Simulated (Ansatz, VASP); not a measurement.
Li in VASP and in Ansatz

Contents of INCAR:

```
SYSTEM = Li
ALGO = Normal ; EDIFF = 1E-6
ENCUT = 750 ; GGA = PS
GGA_COMPAT = .FALSE. ; ISIF = 2
ISMEAR = -1 ; LASPH = .TRUE.
LCHARG = .TRUE. ; LELF = .TRUE.
LREAL = .FALSE. ; LVHAR = .TRUE.
LWAVE = .FALSE. ; NBANDS = 8
NELM = 120 ; PREC = Accurate
SIGMA = 0.08
```

File KPOINTS:

```
k-points
0
G
  13 13 13
  0 0 0
```

File POSCAR:

```
Li
1.0
    0.0000000000      2.1570486114      2.1570486114
    2.1570486114      0.0000000000      2.1570486114
    2.1570486114      2.1570486114      0.0000000000
Li
1
Direct
    0.0000000000      0.0000000000      0.0000000000
```

Input for Ansatz:

```yaml
crystal:
  lattice:
    - [0.0, 2.1570486114, 2.1570486114]
    - [2.1570486114, 0.0, 2.1570486114]
    - [2.1570486114, 2.1570486114, 0.0]
  atoms:
    - { symbol: Li, position: [0.0, 0.0, 0.0] }
kpoints:
  mp_grid: { grid: [13, 13, 13] }
  band_path:
    path:
      - [0.0, 0.0, 0.0]
      - [0.5, 0.0, 0.5]
      - [0.625, 0.25, 0.625]
      - [0.375, 0.375, 0.75]
      - [0.0, 0.0, 0.0]
      - [0.5, 0.5, 0.5]
      - [0.5, 0.25, 0.75]
      - [0.5, 0.0, 0.5]
    npoints: 5
scf:
  occupations: { method: fermi_dirac, width: 0.08 }
hamiltonian:
  xc: pbesol
  pseudopotentials: { kind: all_electron, lapw: { basis_error: 0.00025 } }
output:
  forces: true
  stress: true
  eigenvalues: true
```

Change from the starting cell: volume scaled by 0.94.

Alike in both runs: task single point; functional PBEsol; k mesh 13 × 13 × 13; occupations fermi-dirac, width 0.08 eV; no spin polarisation.

|  | VASP | Ansatz |
| --- | --- | --- |
| version | VASP 6.6.1 | Ansatz 0.2.0 |
| potentials or method | VASP PAW PBE potentials, release 64 (Li_sv), cutoff 750 eV | all-electron LAPW, scalar-relativistic |

VASP gave:

* pressure (GPa): 0.0

Problem. What did Ansatz give for the same quantities?

Solution. Pressure (GPa): 0.1.

VASP's potentials were made for PBE, not for PBEsol. Ansatz ran all-electron here, and VASP with PAW potentials.
